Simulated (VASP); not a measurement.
# Bi2S3 (Pm) in VASP: further runs, part 2 of 2

VASP 6.6.1.

**3. Electric field gradients, PBE (atom 20 (S) moved by 0.15 Å)**

Input file INCAR:

```
PREC = Accurate
ENCUT = 520
EDIFF = 1E-8
ISMEAR = -1
SIGMA = 0.02
LREAL = Auto
LASPH = True
NELM = 100
ALGO = Normal
ISIF = 2
LWAVE = False
LCHARG = False
GGA = PE
LEFG = True
NBANDS = 112
KPAR = 4
```

Input file KPOINTS:

```
regular mesh
0
Gamma
  3 7 3
```

Input file POSCAR:

```
Bi2S3
1.0
   11.3450000000      0.0000000000      0.0000000000
    0.0000000000      3.9940000000      0.0000000000
    0.0000000000      0.0000000000     11.1930000000
Bi S
8 12
Direct
    0.4866482607      0.2500000000      0.3250674315
    0.0133517393      0.7500000000      0.8250674315
    0.9866482607      0.2500000000      0.1749325685
    0.5133517393      0.7500000000      0.6749325685
    0.3387531606      0.7500000000      0.0319967105
    0.1612468394      0.2500000000      0.5319967105
    0.8387531606      0.7500000000      0.4680032895
    0.6612468394      0.2500000000      0.9680032895
    0.2844639624      0.2500000000      0.1921554191
    0.2155360376      0.7500000000      0.6921554191
    0.7844639624      0.2500000000      0.3078445809
    0.7155360376      0.7500000000      0.8078445809
    0.5497739987      0.7500000000      0.1291586996
    0.9502260013      0.2500000000      0.6291586996
    0.0497739987      0.7500000000      0.3708413004
    0.4502260013      0.2500000000      0.8708413004
    0.3779606519      0.7500000000      0.4437800873
    0.1220393481      0.2500000000      0.9437800873
    0.8779606519      0.7500000000      0.0562199127
    0.6352610317      0.2500000000      0.5562199127
```

Potentials or basis: VASP PAW PBE potentials, release 64 (Bi_d, S).

The run is started by

```
$ cat potpaw_PBE.64/Bi_d/POTCAR potpaw_PBE.64/S/POTCAR > POTCAR
$ mpirun -np 4 vasp_std > vasp.out
```

OUTCAR:

```text
PREC = Accurate
   ENCUT = 520
   EDIFF = 1E-8
   ISMEAR = -1
   LREAL = Auto
   LASPH = True
   NELM = 100
   ISIF = 2
   GGA = PE

 ion  position               nearest neighbor table
   1  0.487  0.250  0.325-  17 2.70  17 2.70   9 2.73  13 3.05  13 3.05  20 3.09
   2  0.013  0.750  0.825-  18 2.70  18 2.70  10 2.73  19 3.01  14 3.05  14 3.05
   3  0.987  0.250  0.175-  19 2.70  19 2.70  11 2.73  18 3.01  15 3.05  15 3.05
   4  0.513  0.750  0.675-  12 2.73  20 2.77  20 2.77  17 3.01  16 3.05  16 3.05
   5  0.339  0.750  0.032-  13 2.63   9 2.75   9 2.75  16 2.97  16 2.97  18 3.32  18 3.32
   6  0.161  0.250  0.532-  14 2.63  10 2.75  10 2.75  15 2.97  15 2.97  17 3.32  17 3.32
   7  0.839  0.750  0.468-  15 2.63  11 2.75  11 2.75  14 2.97  14 2.97  20 3.21  20 3.21
   8  0.661  0.250  0.968-  16 2.63  12 2.75  12 2.75  13 2.97  13 2.97  19 3.32  19 3.32
   9  0.284  0.250  0.192-   1 2.73   5 2.75   5 2.75
  10  0.216  0.750  0.692-   2 2.73   6 2.75   6 2.75
[... 2533 lines left out ...]
 (convention: |V_zz| > |V_xx| > |V_yy|)
----------------------------------------------------------------------
 ion       V_xx      V_yy      V_zz     asymmetry (V_yy - V_xx)/ V_zz
----------------------------------------------------------------------
   1     -74.091    -6.222    80.313       0.845
   2     -72.038    -8.012    80.049       0.800
   3     -83.807    -0.758    84.565       0.982
   4      76.158     9.924   -86.082       0.769
   5     103.002    94.121  -197.122       0.045
   6     104.158    96.633  -200.791       0.037
[... 12 lines left out ...]
  19      49.846    36.344   -86.190       0.157
  20      47.420    42.057   -89.477       0.060
----------------------------------------------------------------------

           NMR quadrupolar parameters

 Cq : quadrupolar parameter    Cq=e*Q*V_zz/h
 eta: asymmetry parameters     (V_yy - V_xx)/ V_zz
 Q  : nuclear electric quadrupole moment in mb (millibarn)
----------------------------------------------------------------------
 ion       Cq(MHz)       eta       Q (mb)
----------------------------------------------------------------------
   1       0.194       0.845       1.000
   2       0.194       0.800       1.000
   3       0.204       0.982       1.000
   4      -0.208       0.769       1.000
   5      -0.477       0.045       1.000
   6      -0.486       0.037       1.000
[... 12 lines left out ...]
  19      -0.208       0.157       1.000
  20      -0.216       0.060       1.000
----------------------------------------------------------------------
```

OSZICAR:

```text
N       E                     dE             d eps       ncg     rms          rms(c)
DAV:   1     0.232237137691E+04    0.23224E+04   -0.88739E+04  4480   0.185E+03
[... 16 lines left out ...]
DAV:  18    -0.874978128718E+02    0.22472E-07   -0.36286E-08  3976   0.672E-04    0.214E-03
DAV:  19    -0.874978127627E+02    0.10904E-06   -0.47405E-08  3856   0.771E-04    0.844E-04
DAV:  20    -0.874978125677E+02    0.19500E-06   -0.76372E-08  4016   0.886E-04    0.107E-03
DAV:  21    -0.874978125989E+02   -0.31123E-07   -0.65984E-09  3088   0.373E-04    0.574E-04
DAV:  22    -0.874978126673E+02   -0.68409E-07   -0.21512E-09  2704   0.245E-04    0.191E-04
DAV:  23    -0.874978127057E+02   -0.38479E-07   -0.18589E-09  2720   0.158E-04    0.793E-05
DAV:  24    -0.874978127038E+02    0.19827E-08   -0.36968E-10  2712   0.105E-04
   1 F= -.87497813E+02 E0= -.87497813E+02  d E =-.406492E-11
```

Wall time 9.1 min (4 MPI ranks of Intel Xeon Platinum 8259CL at 2.50GHz (Skylake/Cascade Lake), shared host); peak memory 0.92 GiB.

Results:

| Property | Result |
| --- | --- |
| Free energy | -87.4978 eV |
| Pressure | 0.8 GPa |
| Largest force | 0.765 eV/Å |
| Band gap on the k mesh | 1.35 eV (least direct gap 1.49 eV) |
| Largest electric field gradient by atom | Bi +80.3, +80.0, +84.6, -86.1, -197.1, -200.8, -188.2, -178.5; S -27.0, -25.3, -25.9, -25.7, +41.2, +43.1, -37.2, -38.4, -83.5, -87.0, -86.2, -89.5 V/Å² |

Forces in eV/Å, atoms in the order of the input:
```
Bi   0.118  0.000  0.021
Bi  -0.017  0.000 -0.014
Bi  -0.025  0.000  0.048
Bi   0.399  0.000 -0.224
Bi  -0.026  0.000  0.037
Bi  -0.063  0.000  0.003
Bi  -0.030  0.000  0.015
Bi   0.070  0.000 -0.012
S    0.029  0.000 -0.004
S    0.033  0.000  0.002
S    0.053  0.000 -0.081
S   -0.043  0.000  0.055
S   -0.022  0.000  0.030
S    0.066  0.000  0.015
S    0.086  0.000 -0.036
S    0.010  0.000 -0.113
S    0.078  0.000  0.047
S    0.016  0.000 -0.005
S   -0.004  0.000 -0.015
S   -0.730  0.000  0.230
```

Levels at points of the mesh, in eV from the valence-band top:
```csv
k point,band 93,band 94,band 95,band 96,band 97,band 98,band 99,band 100
"(0.00, 0.00, 0.00)",-0.28,-0.22,-0.18,-0.16,1.36,1.69,1.85,2.14
```

Electric field gradients, principal values (V/Å²):
```csv
atom,least,middle,greatest (by size)
1 Bi,-6.222,-74.091,80.313
2 Bi,-8.012,-72.038,80.049
3 Bi,-0.758,-83.807,84.565
4 Bi,9.924,76.158,-86.082
5 Bi,94.121,103.002,-197.122
6 Bi,96.633,104.158,-200.791
7 Bi,91.421,96.778,-188.199
8 Bi,82.777,95.754,-178.530
9 S,9.074,17.975,-27.048
10 S,8.225,17.067,-25.292
11 S,7.535,18.339,-25.874
12 S,8.852,16.841,-25.693
13 S,-1.185,-40.027,41.212
14 S,-2.639,-40.510,43.149
15 S,1.807,35.373,-37.180
16 S,1.900,36.458,-38.358
17 S,33.063,50.438,-83.501
18 S,36.487,50.489,-86.976
19 S,36.344,49.846,-86.190
20 S,42.057,47.420,-89.477
```

Caveat: the cell differs from its parent crystal (atom 20 (S) moved by 0.15 Å); without QUAD_EFG the Cq values of the log hold for a quadrupole moment of 1 mb, not for the nuclei; spin-orbit coupling is left out, which moves the levels of the heavy elements. A k mesh can miss the band edges.
